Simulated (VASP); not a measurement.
# Pb2O (Pn-3m) in VASP: further runs

Runs on Pb2O. Level: PBE. Tasks: single point.

Everything below comes from runs of VASP 6.6.1. Logs are shortened: lines on timing, memory, paths and dates and some standing lists are left out, and cuts for length are marked.

### Step 1. The cell of the first run

Symmetry: Pn-3m, No. 224, cubic system. Conventional cell: a = 5.380 Å, b = 5.380 Å, c = 5.380 Å, α = 90.00°, β = 90.00°, γ = 90.00°. Pb (site symmetry -3m) has 2 O at 2.33 Å within 3.1 Å. O (site symmetry -43m) has 4 Pb at 2.33 Å within 3.1 Å.

### Step 2. Single point, PBE

The input, INCAR:

```
PREC = Accurate ; ENCUT = 520
EDIFF = 1E-6 ; ISMEAR = 0
SIGMA = 0.1 ; LREAL = F
LASPH = T ; NELM = 80
ALGO = Normal ; ISIF = 2
LWAVE = F ; LCHARG = T
GGA = PE ; LELF = T
LVHAR = T ; NBANDS = 43
```

The input, KPOINTS:

```
Automatic mesh
0
Gamma
  4 4 4
```

The input, POSCAR:

```
Pb2O
1.0
    5.3800000000      0.0000000000      0.0000000000
    0.0000000000      5.3800000000      0.0000000000
    0.0000000000      0.0000000000      5.3800000000
Pb O
4 2
Direct
    0.2500000000      0.2500000000      0.2500000000
    0.7500000000      0.7500000000      0.2500000000
    0.2500000000      0.7500000000      0.7500000000
    0.7500000000      0.2500000000      0.7500000000
    0.0000000000      0.0000000000      0.0000000000
    0.5000000000      0.5000000000      0.5000000000
```

Potentials or basis: VASP PAW PBE potentials, release 64 (Pb_d, O).

Run with:

```console
$ cat potpaw_PBE.64/Pb_d/POTCAR potpaw_PBE.64/O/POTCAR > POTCAR
$ mpirun -np 1 vasp_std > vasp.out
```

OUTCAR:

```text
PREC = Accurate
   ENCUT = 520
   EDIFF = 1E-6
   ISMEAR = 0
   LREAL = F
   LASPH = T
   NELM = 80
   ISIF = 2
   GGA = PE

 ion  position               nearest neighbor table
   1  0.250  0.250  0.250-   5 2.33   6 2.33   4 3.80   2 3.80   3 3.80   3 3.80   4 3.80   2 3.80
                             3 3.80   3 3.80   2 3.80   4 3.80   4 3.80   2 3.80
   2  0.750  0.750  0.250-   5 2.33   6 2.33   4 3.80   1 3.80   3 3.80   3 3.80   4 3.80   1 3.80
                             4 3.80   4 3.80   1 3.80   3 3.80   3 3.80   1 3.80
   3  0.250  0.750  0.750-   5 2.33   6 2.33   4 3.80   1 3.80   2 3.80   1 3.80   2 3.80   1 3.80
                             4 3.80   1 3.80   2 3.80   4 3.80   2 3.80   4 3.80
   4  0.750  0.250  0.750-   5 2.33   6 2.33   3 3.80   1 3.80   2 3.80   1 3.80   2 3.80   2 3.80
                             3 3.80   2 3.80   1 3.80   3 3.80   1 3.80   3 3.80
   5  0.000  0.000  0.000-   1 2.33   2 2.33   3 2.33   4 2.33
   6  0.500  0.500  0.500-   1 2.33   2 2.33   3 2.33   4 2.33

  LATTYP: Found a simple cubic cell.
 ALAT       =     5.3800000000

  Lattice vectors:

 A1 = (   5.3800000000,   0.0000000000,   0.0000000000)
 A2 = (   0.0000000000,   5.3800000000,   0.0000000000)
 A3 = (   0.0000000000,   0.0000000000,   5.3800000000)

Analysis of symmetry for initial positions (statically):
=====================================================================
 Subroutine PRICEL returns:
 Original cell was already a primitive cell.

 Routine SETGRP: Setting up the symmetry group for a
 simple cubic supercell.

 Subroutine GETGRP returns: Found 48 space group operations
 (whereof 24 operations were pure point group operations)
 out of a pool of 48 trial point group operations.

The static configuration has the point symmetry T_d .
 The point group associated with its full space group is O_h .

Analysis of symmetry for dynamics (positions and initial velocities):
=====================================================================
 Subroutine PRICEL returns:
 Original cell was already a primitive cell.

 Routine SETGRP: Setting up the symmetry group for a
 simple cubic supercell.

 Subroutine GETGRP returns: Found 48 space group operations
 (whereof 24 operations were pure point group operations)
 out of a pool of 48 trial point group operations.

The dynamic configuration has the point symmetry T_d .
 The point group associated with its full space group is O_h .

 Subroutine INISYM returns: Found 48 space group operations
 (whereof 24 operations are pure point group operations),
 and found     1 'primitive' translations

----------------------------------------------------------------------------------------

                                     Primitive cell

  volume of cell :     155.7209

  direct lattice vectors                    reciprocal lattice vectors
     5.380000000  0.000000000  0.000000000     0.185873606  0.000000000  0.000000000
     0.000000000  5.380000000  0.000000000     0.000000000  0.185873606  0.000000000
     0.000000000  0.000000000  5.380000000     0.000000000  0.000000000  0.185873606

  length of vectors
     5.380000000  5.380000000  5.380000000     0.185873606  0.185873606  0.185873606

  position of ions in fractional coordinates (direct lattice)
     0.250000000  0.250000000  0.250000000
     0.750000000  0.750000000  0.250000000
     0.250000000  0.750000000  0.750000000
     0.750000000  0.250000000  0.750000000
     0.000000000  0.000000000  0.000000000
     0.500000000  0.500000000  0.500000000

  ion indices of the primitive-cell ions
   primitive index   ion index
                 1           1
                 2           2
                 3           3
                 4           4
                 5           5
                 6           6

----------------------------------------------------------------------------------------

 KPOINTS: Automatic mesh

Automatic generation of k-mesh.
 Grid dimensions read from file:
 generate k-points for:    4    4    4

 Generating k-lattice:

  Cartesian coordinates                     Fractional coordinates (reciprocal lattice)
     0.046468401  0.000000000  0.000000000     0.250000000  0.000000000  0.000000000
     0.000000000  0.046468401  0.000000000     0.000000000  0.250000000  0.000000000
     0.000000000  0.000000000  0.046468401     0.000000000  0.000000000  0.250000000

  Length of vectors
     0.046468401  0.046468401  0.046468401

  Shift w.r.t. Gamma in fractional coordinates (k-lattice)
     0.000000000  0.000000000  0.000000000

 Subroutine IBZKPT returns following result:
 ===========================================

 Found     10 irreducible k-points:

 Following reciprocal coordinates:
            Coordinates               Weight
  0.000000  0.000000  0.000000      1.000000
  0.250000  0.000000  0.000000      6.000000
  0.500000  0.000000  0.000000      3.000000
  0.250000  0.250000  0.000000     12.000000
  0.500000  0.250000  0.000000     12.000000
  0.500000  0.500000  0.000000      3.000000
  0.250000  0.250000  0.250000      8.000000
  0.500000  0.250000  0.250000     12.000000
  0.500000  0.500000  0.250000      6.000000
  0.500000  0.500000  0.500000      1.000000
   k-points           NKPTS =     10   k-points in BZ     NKDIM =     10   number of bands    NBANDS=     43
   number of dos      NEDOS =    301   number of ions     NIONS =      6
   total plane-waves  NPLWV =  64000
   dimension x,y,z NGX =    40 NGY =   40 NGZ =   40
   dimension x,y,z NGXF=    80 NGYF=   80 NGZF=   80
   ions per type =               4   2
   NGX,Y,Z   is equivalent  to a cutoff of  12.36, 12.36, 12.36 a.u.
   NGXF,Y,Z  is equivalent  to a cutoff of  24.72, 24.72, 24.72 a.u.
 SYSTEM =  unknown system
   PREC   = accura    normal or accurate (medium, high low for compatibility)
   ISTART =      0    job   : 0-new  1-cont  2-samecut
   ICHARG =      2    charge: 1-file 2-atom 10-const
   ISPIN  =      1    spin polarized calculation?
   LNONCOLLINEAR =      F non collinear calculations
   LSORBIT =      F    spin-orbit coupling
   LASPH  =      T    aspherical Exc in radial PAW
   ENCUT  =  520.0 eV  38.22 Ry    6.18 a.u.  10.00 10.00 10.00*2*pi/ulx,y,z
   NELM   =     80;   NELMIN=  2; NELMDL= -5     # of ELM steps
   EDIFF  = 0.1E-05   stopping-criterion for ELM
   LREAL  =      F    real-space projection
   EDIFFG = 0.1E-04   stopping-criterion for IOM
   NSW    =      0    number of steps for IOM
   IBRION =     -1    ionic relax: 0-MD 1-quasi-New 2-CG
   NFREE  =      0    steps in history (QN), initial steepest desc. (CG)
   ISIF   =      2    stress and relaxation
   ISYM   =      2    0-nonsym 1-usesym 2-fastsym
   POTIM  = 0.5000    time-step for ionic-motion
   TEBEG  =    0.0;   TEEND  =   0.0 temperature during run
   PSTRESS=    0.0 pullay stress
   NELECT =      68.0000    total number of electrons
   NUPDOWN=      -1.0000    fix difference up-down
   EMIN   =  10.00;   EMAX   =-10.00  energy-range for DOS
   EFERMI =   0.00;   METHOD = LEGACY
   ISMEAR =     0;   SIGMA  =   0.10  broadening in eV -4-tet -1-fermi 0-gaus
   EFERMI_NEDOS =   21; number of points for ismear=-14 and -15
   IALGO  =     38    algorithm
   IMIX   =      4    mixing-type and parameters
     AMIX     =   0.40;   BMIX     =  1.00
     AMIX_MAG =   1.60;   BMIX_MAG =  1.00
  volume/ion in A,a.u.               =      25.95       175.14
  Fermi-wavevector in a.u.,A,eV,Ry     =   1.242021  2.347079 20.988559  1.542616
  Thomas-Fermi vector in A             =   2.376393
   LORBIT       =      0    0 simple, 1 ext, 2 COOP (PROOUT), +10 PAW based schemes
   GGA     = PE    functional components
   LHFCALC =     F    Hartree Fock is set to
   AEXX    =    0.0000 exact exchange contribution
   IVDW    =     0    specifies the selected vdW correction
   LEPSILON=     F    determine dielectric tensor
   LRPA    =     F    only Hartree local field effects (RPA)
 non-spin polarized calculation
 Gauss-broadening in eV      SIGMA  =   0.10
  energy-cutoff  :      520.00
  volume of cell :      155.72
 maximum number of plane-waves:      4224
   NGX = 21   NGY = 21   NGZ = 21

 number of electron      68.0000031 magnetization

 Free energy of the ion-electron system (eV)
  ---------------------------------------------------
  ext. energy  EPLUGINS =         0.00000000
  ---------------------------------------------------
  free energy    TOTEN  =       -26.54686053 eV

  energy without entropy =      -26.53219855  energy(sigma->0) =      -26.53952954

 E-fermi :   4.8802     XC(G=0):  -9.5286

 val. band max:        4.8769946730   @ k =   0.5000   0.5000   0.0000
 cond. band min:       4.8882070055   @ k =   0.5000   0.5000   0.2500
 fundamental gap:      0.0112123325
 Fermi energy:         4.8801850436

 k-point     1 :       0.0000    0.0000    0.0000
  band No.  band energies     occupation
      1     -13.5772      2.00000
      2     -12.4269      2.00000
      3     -11.4917      2.00000
      4     -11.4917      2.00000
      5     -11.4381      2.00000
      6     -11.4381      2.00000
[... 35 lines left out ...]
     42      10.7099      0.00000
     43      10.7099      0.00000

 k-point     2 :       0.2500    0.0000    0.0000
  band No.  band energies     occupation
      1     -13.4647      2.00000
      2     -12.7087      2.00000
      3     -11.4777      2.00000
      4     -11.4635      2.00000
      5     -11.4346      2.00000
      6     -11.4219      2.00000
[... 35 lines left out ...]
     42      10.5816      0.00000
     43      11.5269      0.00000

 k-point     3 :       0.5000    0.0000    0.0000
  band No.  band energies     occupation
      1     -13.1482      2.00000
      2     -13.1482      2.00000
      3     -11.4487      2.00000
      4     -11.4487      2.00000
      5     -11.3984      2.00000
      6     -11.3984      2.00000
[... 35 lines left out ...]
     42       9.7149      0.00000
     43      11.7115      0.00000

 k-point     4 :       0.2500    0.2500    0.0000
  band No.  band energies     occupation
      1     -13.3794      2.00000
      2     -12.8590      2.00000
      3     -11.4584      2.00000
      4     -11.4552      2.00000
      5     -11.4217      2.00000
      6     -11.4207      2.00000
[... 35 lines left out ...]
     42      10.3995      0.00000
     43      11.5707      0.00000

 k-point     5 :       0.5000    0.2500    0.0000
  band No.  band energies     occupation
      1     -13.1481      2.00000
      2     -13.1481      2.00000
      3     -11.4355      2.00000
      4     -11.4355      2.00000
      5     -11.4155      2.00000
      6     -11.4155      2.00000
[... 35 lines left out ...]
     42       9.7244      0.00000
     43      11.8031      0.00000

 k-point     6 :       0.5000    0.5000    0.0000
  band No.  band energies     occupation
      1     -13.1480      2.00000
      2     -13.1480      2.00000
      3     -11.4308      2.00000
      4     -11.4308      2.00000
      5     -11.4061      2.00000
      6     -11.4061      2.00000
[... 35 lines left out ...]
     42       9.5430      0.00000
     43      12.5377      0.00000

 k-point     7 :       0.2500    0.2500    0.2500
  band No.  band energies     occupation
      1     -13.3775      2.00000
      2     -12.8612      2.00000
      3     -11.4503      2.00000
      4     -11.4503      2.00000
      5     -11.4148      2.00000
      6     -11.4055      2.00000
[... 35 lines left out ...]
     42      10.6880      0.00000
     43      11.6621      0.00000

 k-point     8 :       0.5000    0.2500    0.2500
  band No.  band energies     occupation
      1     -13.3754      2.00000
      2     -12.8639      2.00000
      3     -11.4398      2.00000
      4     -11.4265      2.00000
      5     -11.4200      2.00000
      6     -11.4114      2.00000
[... 35 lines left out ...]
     42      11.3189      0.00000
     43      11.4898      0.00000

 k-point     9 :       0.5000    0.5000    0.2500
  band No.  band energies     occupation
      1     -13.4589      2.00000
      2     -12.7163      2.00000
      3     -11.4322      2.00000
      4     -11.4322      2.00000
      5     -11.4173      2.00000
      6     -11.4131      2.00000
[... 35 lines left out ...]
     42      11.7005      0.00000
     43      12.4220      0.00000

 k-point    10 :       0.5000    0.5000    0.5000
  band No.  band energies     occupation
      1     -13.5691      2.00000
      2     -12.4417      2.00000
      3     -11.4351      2.00000
      4     -11.4351      2.00000
      5     -11.4351      2.00000
      6     -11.4183      2.00000
[... 35 lines left out ...]
     42      12.7045      0.00000
     43      12.7045      0.00000

------------------------ aborting loop because EDIFF is reached ----------------------------------------

  FORCE on cell =-STRESS in cart. coord.  units (eV):
  Direction    XX          YY          ZZ          XY          YZ          ZX
  --------------------------------------------------------------------------------------
  -------------------------------------------------------------------------------------
  Total        2.6735465      2.6735465      2.6735465     -0.0000000     -0.0000000     -0.0000000
  in kB       27.5075237     27.5075237     27.5075237     -0.0000000     -0.0000000     -0.0000000
  external PRESSURE =      27.5075237 kB  Pullay stress =       0.0000000 kB

 VOLUME and BASIS-vectors are now :
 -----------------------------------------------------------------------------
  energy-cutoff  :      520.00
  volume of cell :      155.72
      direct lattice vectors                 reciprocal lattice vectors
     5.380000000  0.000000000  0.000000000     0.185873606  0.000000000  0.000000000
     0.000000000  5.380000000  0.000000000     0.000000000  0.185873606  0.000000000
     0.000000000  0.000000000  5.380000000     0.000000000  0.000000000  0.185873606

 POSITION                                       TOTAL-FORCE (eV/Angst)
 -----------------------------------------------------------------------------------
      1.34500      1.34500      1.34500        -0.000000     -0.000000     -0.000000
      4.03500      4.03500      1.34500        -0.000000      0.000000      0.000000
      1.34500      4.03500      4.03500         0.000000     -0.000000     -0.000000
      4.03500      1.34500      4.03500         0.000000      0.000000     -0.000000
      0.00000      0.00000      0.00000         0.000000     -0.000000      0.000000
      2.69000      2.69000      2.69000         0.000000     -0.000000      0.000000
 -----------------------------------------------------------------------------------
    total drift:                                0.000000      0.000000     -0.000000

  FREE ENERGIE OF THE ION-ELECTRON SYSTEM (eV)
  ---------------------------------------------------
  free  energy   TOTEN  =       -26.5468605260 eV

  energy  without entropy=      -26.5321985487  energy(sigma->0) =      -26.53952954
```

Run time: 2.4 min. Hardware: 1 thread of Intel Xeon Platinum 8259CL at 2.50GHz (Skylake/Cascade Lake), shared host; peak memory 0.26 GiB.

What came out:

```
Free energy            : -26.5469 eV
Pressure               : 2.8 GPa
Band gap on the k mesh : zero (band 34 reaches 4.88 eV, above the bottom of band 35 at 4.15 eV)
```

Levels at points of the mesh, in eV from the Fermi level:
```tsv
k point	band 32	band 33	band 34	band 35	band 36	band 37
(0.00, 0.00, 0.00)	-0.43	-0.43	-0.43	2.25	2.25	2.25
(0.50, 0.00, 0.00)	-0.84	-0.44	-0.44	1.19	1.19	2.09
(0.50, 0.50, 0.00)	-1.09	0.00	0.00	1.58	1.58	2.09
(0.50, 0.50, 0.50)	-0.73	-0.73	-0.73	-0.73	1.51	4.79
```

Caveat: spin-orbit coupling is left out, which moves the levels of the heavy elements.

### Step 3. Single point, PBE

This run uses another cell than the first one, of 27.36 Å³/atom, 1.054 times its volume.

The input, INCAR:

```
SYSTEM = Pb2O
ALGO = Normal
EDIFF = 1E-6
ENCUT = 520
GGA = PE
ISIF = 2
ISMEAR = 0
LASPH = .True.
LCHARG = .False.
LREAL = .False.
LWAVE = .False.
NBANDS = 43
NELM = 60
PREC = Accurate
SIGMA = 0.1
```

The input, KPOINTS:

```
k-points
0
Gamma
  8 8 8
  0 0 0
```

POSCAR: that of step 2 with these lines changed.

```diff
@@ -2,5 +2,5 @@
 1.0
-    5.3800000000      0.0000000000      0.0000000000
-    0.0000000000      5.3800000000      0.0000000000
-    0.0000000000      0.0000000000      5.3800000000
+    5.4753739830      0.0000000000      0.0000000000
+    0.0000000000      5.4753739830      0.0000000000
+    0.0000000000      0.0000000000      5.4753739830
 Pb O
```

Potentials or basis: VASP PAW PBE potentials, release 64 (Pb_d, O).

Run with:

```console
$ cat potpaw_PBE.64/Pb_d/POTCAR potpaw_PBE.64/O/POTCAR > POTCAR
$ mpirun -np 1 vasp_std > vasp.out
```

It took 5.7 min on 1 thread of Intel Xeon Platinum 8259CL at 2.50GHz (Skylake/Cascade Lake), shared host; peak memory 0.36 GiB.

It converged, with:

```yaml
Free_energy: -26.5775 eV
Pressure: 0.0 GPa
Band_gap_on_the_k_mesh: zero (band 34 reaches 4.62 eV, above the bottom of band 35 at 3.78 eV)
```

Levels at points of the mesh, in eV from the Fermi level:
```
           k point  band 32  band 33  band 34  band 35  band 36  band 37
(0.00, 0.00, 0.00)    -0.59    -0.59    -0.59     2.05     2.05     2.05
(0.50, 0.00, 0.00)    -0.96    -0.49    -0.49     0.98     0.98     1.93
(0.50, 0.50, 0.00)    -1.21    -0.07    -0.07     1.35     1.35     1.91
(0.50, 0.50, 0.50)    -0.82    -0.74    -0.74    -0.74     1.35     4.42
```

Caveat: spin-orbit coupling is left out, which moves the levels of the heavy elements.

(Continued in part 2 of 2.)
